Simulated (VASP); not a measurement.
# Ga32HO48 (a cell with a defect) (H interstitial hop between voids) in VASP: further runs, part 2 of 2

VASP 6.6.1.

**3. Single point, PBE**

INCAR

```
SYSTEM = Ga32HO48
  PREC = Accurate
  ENCUT = 520
  EDIFF = 1E-6
  ISMEAR = -1
  SIGMA = 0.01
  LREAL = Auto
  LASPH = .True.
  NELM = 100
  ALGO = Normal
  ISIF = 2
  LWAVE = .False.
  LCHARG = .True.
  GGA = PE
  LELF = .True.
  LVHAR = .True.
  NELECT = 704.0
  NBANDS = 398
```

KPOINTS

```
regular mesh
0
Gamma
  1 1 1
  0 0 0
```

POSCAR

```
Ga32HO48
1.0
    5.0579508900      2.9202093400      9.0826160100
   -5.0579508900      2.9202093400      9.0826160100
    0.0000000000     -5.8404185800      9.0826160400
Ga O H
32 48 1
Direct
    0.4285031465      0.4283711447      0.4278305838
    0.3214472329      0.3262350404      0.3236714900
    0.0692677896      0.0714667299      0.0686678409
    0.1668990833      0.1891719696      0.1613643491
    0.4254119374      0.4296015239      0.9291262697
    0.3236099498      0.3262365506      0.8170384578
    0.0630525032      0.0781087759      0.5822842810
    0.1780186630      0.1815690097      0.6778547313
    0.4420941878      0.9129981349      0.4399505978
    0.3292462025      0.8188999064      0.3145882761
    0.0714423097      0.5744603084      0.0707580707
    0.1786367426      0.6780041037      0.1767443412
    0.4279123145      0.9299519840      0.9259561867
    0.3214369847      0.8222627227      0.8226800371
    0.0730397757      0.5734163507      0.5718474859
    0.1778285392      0.6831576889      0.6755734391
    0.9272041289      0.4305399931      0.4266272930
    0.8195358532      0.3255239557      0.3215269118
    0.5678508754      0.0734235923      0.0723438371
    0.6791615201      0.1791227278      0.1757308330
    0.9262003539      0.4323158706      0.9244905400
    0.8197791962      0.3231080646      0.8228303621
    0.5727869445      0.0730486906      0.5710173042
    0.6773212336      0.1783094888      0.6776300569
    0.9295941395      0.9302073739      0.4267980363
    0.8266821104      0.8232832956      0.3205034336
    0.5716183190      0.5728841726      0.0714665910
    0.6793037210      0.6787718534      0.1760305433
    0.9242561830      0.9282342869      0.9313853479
    0.8210330839      0.8244381556      0.8208323836
    0.5740569789      0.5677882365      0.5746999303
    0.6802544885      0.6786497307      0.6778293639
    0.3708765202      0.2253644986      0.0265472028
    0.2108515248      0.0554233865      0.3666343941
    0.0239886061      0.3792534837      0.2196896702
    0.1230692925      0.2802520534      0.4747445273
    0.4576498200      0.1222782318      0.2836300571
    0.2758535200      0.4738356451      0.1260428142
    0.3747154895      0.2249802462      0.5264674596
    0.2234325857      0.0274143787      0.8734674067
    0.0260739747      0.3776762353      0.7222261863
    0.1250372888      0.2801655496      0.9651077064
    0.4726058191      0.1270316073      0.7749847152
    0.2770352497      0.4785771768      0.6215506634
    0.3748424257      0.7245290402      0.0261317186
    0.2237703643      0.5301249536      0.3742332713
    0.0270722524      0.8756967506      0.2226171537
    0.1291152534      0.7866359583      0.4684079239
    0.4759605317      0.6232971092      0.2745198477
    0.2752313248      0.9757895861      0.1241036704
    0.3765884604      0.7285815688      0.5235405591
    0.2226249474      0.5299314141      0.8730275838
    0.0257918551      0.8787075927      0.7219212443
    0.1234507547      0.7785941215      0.9735262548
    0.4728972562      0.6257309437      0.7760933025
    0.2763996419      0.9735397997      0.6240510134
    0.8742339156      0.2247199244      0.0243311069
    0.7208303168      0.0287165998      0.3734650886
    0.5262408646      0.3738579531      0.2227059371
    0.6245536218      0.2784298239      0.4722694155
    0.9700403511      0.1293954632      0.2724367539
    0.7764645353      0.4751593307      0.1226889153
    0.8729681613      0.2258048385      0.5270351666
    0.7213544098      0.0283350878      0.8756026142
    0.5259921835      0.3749988982      0.7237211989
    0.6217175018      0.2763132155      0.9764159494
    0.9718622205      0.1251715636      0.7798867905
    0.7767259042      0.4725962788      0.6260379890
    0.8741028502      0.7260506465      0.0257427673
    0.7221350186      0.5287218460      0.3746153524
    0.5228060244      0.8755050808      0.2264750533
    0.6345648820      0.7707127779      0.4748122075
    0.9735612614      0.6261343761      0.2762495918
    0.7720451411      0.9749005397      0.1280421322
    0.8778350217      0.7257274861      0.5260095363
    0.7227002845      0.5276093661      0.8747826607
    0.5269822258      0.8761275888      0.7215493383
    0.6241586775      0.7791895655      0.9724497169
    0.9736566861      0.6287860066      0.7737478417
    0.7769986490      0.9755320103      0.6230787076
    0.2769117254      0.1168072558      0.3267563281
```

Potentials or basis: VASP PAW PBE potentials, release 64 (Ga_d, O, H).

Command:

```bash
cat potpaw_PBE.64/Ga_d/POTCAR potpaw_PBE.64/O/POTCAR potpaw_PBE.64/H/POTCAR > POTCAR
mpirun -np 1 vasp_gam > vasp.out
```

Wall time 21 min (1 thread of AMD EPYC 7R13, shared host); peak memory 0.99 GiB.

It converged, with:

* Free energy: -483.4056 eV
* Largest force: 0.099 eV/Å

Forces on the atoms (eV/Å):
```
Ga   0.007 -0.001  0.010
Ga   0.001  0.000 -0.007
Ga  -0.008  0.007 -0.008
Ga  -0.007 -0.003  0.004
Ga  -0.001  0.004  0.008
Ga  -0.003 -0.001 -0.014
Ga   0.004 -0.004 -0.022
Ga  -0.003  0.000  0.007
Ga  -0.003 -0.002  0.009
Ga  -0.022 -0.005  0.010
Ga  -0.004  0.000 -0.010
Ga   0.000  0.000  0.008
Ga   0.002  0.008  0.003
Ga  -0.003  0.002 -0.010
Ga  -0.003  0.001 -0.005
Ga   0.000 -0.007  0.012
Ga  -0.004  0.002  0.007
Ga   0.000 -0.003 -0.011
Ga   0.003  0.007 -0.005
Ga  -0.005 -0.005  0.004
Ga   0.006 -0.004  0.010
Ga   0.000 -0.001 -0.009
Ga   0.000  0.004 -0.010
Ga  -0.002  0.001  0.010
Ga  -0.012 -0.002  0.007
Ga   0.000 -0.007 -0.013
Ga   0.005  0.003 -0.013
Ga   0.011  0.005  0.007
Ga  -0.003  0.003  0.012
Ga   0.001  0.005 -0.007
Ga   0.003  0.001 -0.011
Ga   0.003 -0.003  0.012
O    0.003 -0.009  0.002
O    0.024 -0.047 -0.058
O    0.006 -0.002  0.003
O    0.007  0.010 -0.001
O   -0.002  0.006 -0.003
O    0.003 -0.002 -0.004
O    0.001 -0.003 -0.003
O    0.005 -0.003  0.005
O    0.001 -0.001 -0.004
O    0.002  0.011 -0.010
O    0.000 -0.005  0.001
O   -0.005  0.001  0.000
O    0.000  0.000 -0.001
O   -0.008  0.001  0.005
O    0.004  0.002  0.003
O    0.000  0.001 -0.001
O   -0.001 -0.003  0.004
O    0.004 -0.004  0.001
O   -0.001 -0.005 -0.011
O    0.001  0.000  0.000
O    0.002 -0.001 -0.002
O    0.001  0.002  0.004
O    0.003  0.003  0.001
O   -0.009  0.003 -0.002
O    0.000  0.001  0.006
O    0.004 -0.005  0.003
O   -0.005  0.002  0.006
O   -0.001 -0.001  0.000
O    0.003 -0.009 -0.005
O    0.001 -0.002  0.001
O    0.001  0.007 -0.002
O   -0.003 -0.002  0.000
O   -0.001 -0.003  0.003
O   -0.003  0.001 -0.004
O   -0.002 -0.006  0.009
O   -0.001  0.003  0.002
O    0.000 -0.004 -0.007
O   -0.008  0.002  0.002
O   -0.005  0.001  0.009
O    0.005  0.008 -0.004
O    0.000  0.002  0.001
O    0.003  0.000 -0.005
O   -0.002 -0.001  0.003
O   -0.002 -0.002 -0.001
O    0.000 -0.003 -0.005
O   -0.004 -0.003 -0.002
O    0.002  0.002  0.000
O    0.002 -0.003  0.000
H    0.008  0.060  0.078
```

Levels at points of the mesh, in eV from the Fermi level:
| k point | band 348 | band 349 | band 350 | band 351 | band 352 | band 353 | band 354 | band 355 | band 356 | band 357 |
| --- | --- | --- | --- | --- | --- | --- | --- | --- | --- | --- |
| (0.00, 0.00, 0.00) | -0.30 | -0.29 | -0.28 | -0.28 | -0.27 | 2.22 | 5.25 | 5.32 | 5.69 | 5.78 |

Caveat: the k points lie up to 0.75 Å⁻¹ apart; the cell carries a net charge on a neutralising background, which shifts energy and pressure; the cell is charged against a uniform background, so pressure and absolute levels hang on convention.

**4. Single point, PBE**

INCAR

```
PREC     = Accurate       # precision mode
ENCUT    = 520            # plane-wave cutoff, eV
EDIFF    = 1E-7           # SCF threshold, eV
ISMEAR   = -1             # smearing method
SIGMA    = 0.01           # smearing width, eV
LREAL    = Auto         
LASPH    = True           # aspherical terms in the spheres
NELM     = 60             # most SCF steps
ALGO     = Normal         # electronic algorithm
ISIF     = 2              # what is computed and relaxed
LWAVE    = False          # write WAVECAR
LCHARG   = True           # write CHGCAR
GGA      = PE             # functional
LELF     = True           # ELF
LVHAR    = True         
NBANDS   = 398            # bands
NELECT   = 704.0
```

KPOINTS

```
Automatic mesh
0
Gamma
  1 1 1
```

POSCAR

```
Ga32HO48
1.0
    5.0579508900      2.9202093400      9.0826160100
   -5.0579508900      2.9202093400      9.0826160100
    0.0000000000     -5.8404185800      9.0826160400
Ga O H
32 48 1
Direct
    0.4298192472      0.4242201418      0.4292330706
    0.3242992572      0.3257419363      0.3217490903
    0.0673694289      0.0695078443      0.0697039580
    0.1705500727      0.1824291916      0.1623456147
    0.4260514175      0.4279209493      0.9282213265
    0.3233748023      0.3239969910      0.8178494558
    0.0562932378      0.0704928617      0.5934569423
    0.1797164057      0.1780477458      0.6776701297
    0.4335036414      0.9214376000      0.4335528410
    0.3300731447      0.8107931147      0.3161743086
    0.0720422370      0.5700626913      0.0726324326
    0.1779444644      0.6765279926      0.1771062186
    0.4276739235      0.9274686141      0.9272059564
    0.3212423740      0.8206578596      0.8231080807
    0.0721665071      0.5703417672      0.5723193668
    0.1772443689      0.6788819006      0.6767622687
    0.9264201942      0.4282024268      0.4286553431
    0.8211734176      0.3225831674      0.3215262119
    0.5670483071      0.0726162625      0.0731879821
    0.6766463475      0.1754317143      0.1789326056
    0.9265872325      0.4289888859      0.9257935828
    0.8190311836      0.3215229921      0.8239447038
    0.5738589234      0.0698927807      0.5723373578
    0.6761625891      0.1772034148      0.6791979583
    0.9286107651      0.9281253907      0.4271649763
    0.8237716930      0.8200089044      0.3235424701
    0.5726756284      0.5704672242      0.0714863891
    0.6794029665      0.6767054314      0.1774243397
    0.9230531836      0.9234814202      0.9365199637
    0.8205696458      0.8215649105      0.8222379275
    0.5716179038      0.5708114507      0.5730708896
    0.6785015276      0.6770100145      0.6783105374
    0.3712450478      0.2230514381      0.0268457041
    0.2085638748      0.0589872940      0.3738470783
    0.0259165090      0.3739299711      0.2213383181
    0.1257428125      0.2783779441      0.4713171103
    0.4679305978      0.1233402611      0.2803000611
    0.2762767861      0.4720867142      0.1256041966
    0.3758746518      0.2225453656      0.5271705584
    0.2235335861      0.0251042178      0.8750496847
    0.0265562417      0.3738603255      0.7223193238
    0.1256336861      0.2763771426      0.9661235234
    0.4728092294      0.1246381937      0.7762852068
    0.2767811959      0.4757109644      0.6221151079
    0.3750582514      0.7223945618      0.0273257735
    0.2239777994      0.5283753773      0.3743501846
    0.0266558075      0.8733714228      0.2232733675
    0.1279523618      0.7842537124      0.4691848128
    0.4779860366      0.6186010831      0.2757627603
    0.2757397464      0.9718847024      0.1273582635
    0.3727170476      0.7290449438      0.5228652050
    0.2221610891      0.5270143852      0.8740663272
    0.0242751522      0.8720145023      0.7272785952
    0.1238577369      0.7757420814      0.9746696600
    0.4718801248      0.6247074292      0.7763173401
    0.2739551925      0.9730861404      0.6260441264
    0.8724889366      0.2225832590      0.0261722771
    0.7229144983      0.0254794942      0.3752996633
    0.5272242260      0.3728233596      0.2233229259
    0.6260280071      0.2754320764      0.4733092530
    0.9714477214      0.1262894562      0.2732777346
    0.7776788595      0.4726681874      0.1232179021
    0.8724023312      0.2235083282      0.5301591831
    0.7211851878      0.0258787136      0.8770352522
    0.5249845813      0.3754342957      0.7228423026
    0.6219878899      0.2753269519      0.9750453848
    0.9708856333      0.1218101690      0.7830035510
    0.7760817591      0.4719046262      0.6264224813
    0.8741236912      0.7223549183      0.0281445147
    0.7222916060      0.5265560163      0.3754543379
    0.5202075183      0.8750229443      0.2269351092
    0.6276130685      0.7731822952      0.4749306349
    0.9729017639      0.6235015743      0.2775523563
    0.7723547015      0.9711696014      0.1297324744
    0.8766091626      0.7227913385      0.5267723948
    0.7229488271      0.5258864155      0.8748738245
    0.5266691719      0.8740365224      0.7230133925
    0.6239538587      0.7766030276      0.9741899870
    0.9734498065      0.6254663962      0.7743640233
    0.7775686135      0.9727272897      0.6244708995
    0.2156723095      0.1564532687      0.3549893832
```

Command:

```bash
cat potpaw_PBE.64/Ga_d/POTCAR potpaw_PBE.64/O/POTCAR potpaw_PBE.64/H/POTCAR > POTCAR
mpirun -np 1 vasp_gam > vasp.out
```

It took 25 min on 1 thread of AMD EPYC 7R13, shared host; peak memory 1 GiB.

It converged, with:

| Item | Value |
| --- | --- |
| Free energy | -483.3490 eV |
| Largest force | 0.243 eV/Å |

Forces on the atoms (eV/Å):
```
Ga  -0.003  0.001  0.014
Ga   0.000  0.007  0.001
Ga  -0.001  0.004  0.001
Ga  -0.003 -0.022  0.018
Ga   0.001 -0.001  0.006
Ga  -0.007 -0.014 -0.015
Ga  -0.005  0.001 -0.038
Ga   0.000 -0.006 -0.002
Ga   0.007 -0.006 -0.003
Ga  -0.014 -0.003  0.002
Ga  -0.006  0.004 -0.013
Ga  -0.007  0.000  0.010
Ga  -0.003 -0.004  0.007
Ga   0.001 -0.003 -0.013
Ga  -0.001 -0.001 -0.009
Ga   0.000 -0.002  0.008
Ga  -0.007  0.005 -0.001
Ga  -0.008 -0.010 -0.012
Ga   0.001  0.000 -0.014
Ga   0.001  0.003  0.007
Ga   0.005 -0.006  0.006
Ga   0.001  0.001 -0.014
Ga  -0.002 -0.002 -0.015
Ga  -0.006 -0.008  0.004
Ga   0.002 -0.002  0.007
Ga   0.000  0.001 -0.012
Ga   0.004 -0.001 -0.015
Ga   0.004  0.004  0.006
Ga  -0.003  0.011  0.006
Ga   0.000 -0.003 -0.018
Ga   0.004 -0.004 -0.013
Ga   0.003 -0.001  0.008
O   -0.006 -0.012  0.004
O    0.067 -0.006 -0.037
O   -0.014 -0.004  0.008
O    0.009  0.011 -0.017
O   -0.009 -0.002 -0.005
O    0.000  0.000 -0.001
O    0.000 -0.003 -0.006
O    0.000  0.000 -0.001
O    0.004 -0.004 -0.010
O   -0.005  0.000 -0.009
O   -0.006 -0.006 -0.001
O   -0.003 -0.007 -0.002
O   -0.003  0.000  0.000
O   -0.006 -0.001  0.009
O   -0.002 -0.001  0.004
O   -0.006 -0.003  0.006
O    0.007 -0.006 -0.005
O   -0.004 -0.003 -0.001
O    0.006 -0.008 -0.004
O   -0.003 -0.003  0.001
O    0.001  0.008 -0.007
O   -0.004  0.005 -0.001
O   -0.001  0.001 -0.001
O   -0.005  0.006 -0.012
O    0.001  0.004  0.001
O   -0.001  0.001 -0.001
O    0.003  0.004  0.003
O   -0.002 -0.008 -0.001
O   -0.003 -0.014  0.003
O   -0.001 -0.006 -0.002
O   -0.010  0.008 -0.009
O   -0.004  0.001 -0.004
O    0.000 -0.005  0.001
O   -0.002 -0.001 -0.004
O   -0.009  0.006  0.005
O    0.006  0.006 -0.006
O    0.000  0.003 -0.006
O   -0.002 -0.001 -0.002
O    0.001  0.004  0.003
O    0.005  0.003  0.001
O   -0.003  0.006  0.001
O   -0.003  0.002 -0.005
O    0.000 -0.002 -0.001
O   -0.003 -0.002 -0.003
O   -0.004 -0.001 -0.004
O    0.000 -0.004 -0.002
O   -0.002 -0.004 -0.002
O   -0.002 -0.004 -0.001
H    0.059  0.100  0.213
```

Levels at points of the mesh, in eV from the Fermi level:
| k point | band 349 | band 350 | band 351 | band 352 | band 353 | band 354 | band 355 | band 356 |
| --- | --- | --- | --- | --- | --- | --- | --- | --- |
| (0.00, 0.00, 0.00) | -0.32 | -0.31 | -0.30 | -0.30 | 2.19 | 5.22 | 5.29 | 5.62 |

Caveat: the k points lie up to 0.75 Å⁻¹ apart; the cell carries a net charge on a neutralising background, which shifts energy and pressure; the cell is charged against a uniform background, so pressure and absolute levels hang on convention.
